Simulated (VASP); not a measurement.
The system is CdCl3.

```xyz
8
Lattice="5.9691 0.0000 0.0000 0.0000 5.9691 0.0000 0.0000 0.0000 5.9691" Properties=species:S:1:pos:R:3 pbc="T T T"
Cd    2.9845    2.9845    2.9845
Cd    0.0000    0.0000    0.0000
Cl    0.0000    2.9845    4.4768
Cl    2.9845    1.4923    0.0000
Cl    4.4768    0.0000    2.9845
Cl    0.0000    2.9845    1.4923
Cl    2.9845    4.4768    0.0000
Cl    1.4923    0.0000    2.9845
```

The cell was built from a structure type or drawn by symmetry, and may not be a known phase.

- Program: VASP 6.6.1
- Task: relaxation of cell and atoms
- Functional: PBE
- Potentials or basis: VASP PAW PBE potentials, release 64 (Cd, Cl)
- Cutoff: 500 eV
- k mesh: 4 × 4 × 4
- Occupations: gaussian, width 0.1 eV
- Spin: no spin polarisation

At the start: pressure -5.9 GPa; volume 26.58 Å³/atom.

**Question.** Where does the relaxation end?

**Answer.** Over 4 steps the energy falls by 120.3 meV/atom and the volume is 21.30 Å³/atom (-19.9 %); space group Pm-3n (No. 223, to 0.1 Å) before and after.

Step by step:
| step | energy change (eV) | largest force (eV/Å) | pressure (GPa) | volume (Å³) |
| --- | --- | --- | --- | --- |
| 1 | 0.0000 | 0.0000 | -5.85 | 212.68 |
| 2 | -0.8285 | 0.0000 | -2.92 | 184.16 |
| 3 | -0.9610 | 0.0000 | -0.35 | 171.90 |
| 4 | -0.9624 | 0.0000 | 0.04 | 170.40 |

Final structure:
```
Cd Cl
1.0
     5.54398    0.00000    0.00000
     0.00000    5.54398    0.00000
     0.00000    0.00000    5.54398
Cd Cl
2 6
Direct
  0.50000 0.50000 0.50000
  0.00000 0.00000 0.00000
  0.00000 0.50000 0.75000
  0.50000 0.25000 0.00000
  0.75000 0.00000 0.50000
  0.00000 0.50000 0.25000
  0.50000 0.75000 0.00000
  0.25000 0.00000 0.50000
```

Caveat: the volume moved by over 15 % at a fixed basis, so the end points are rough.
